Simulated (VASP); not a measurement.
A run of VASP 6.6.1 is set up as follows.

File INCAR:

```
ALGO = Normal
EDIFF = 1E-6
ENCUT = 500
GGA = PE
GGA_COMPAT = False
ISIF = 2
ISMEAR = -1
LASPH = True
LCHARG = False
LREAL = False
LWAVE = False
NBANDS = 12
NELM = 120
PREC = Accurate
SIGMA = 0.05
```

File KPOINTS:

```
k-points
0
Gamma
  16 16 16
```

File POSCAR:

```
Ag
1.0
    0.0000000000      2.0742799536      2.0742799536
    2.0742799536      0.0000000000      2.0742799536
    2.0742799536      2.0742799536      0.0000000000
Ag
1
Direct
    0.0000000000      0.0000000000      0.0000000000
```

Potentials or basis: VASP PAW PBE potentials, release 64 (Ag).

The run is started by

```bash
$ cat potpaw_PBE.64/Ag/POTCAR > POTCAR
$ mpirun -np 1 vasp_std > vasp.out
```

Task: What does it give for the pressure?

Result: -0.1 GPa.
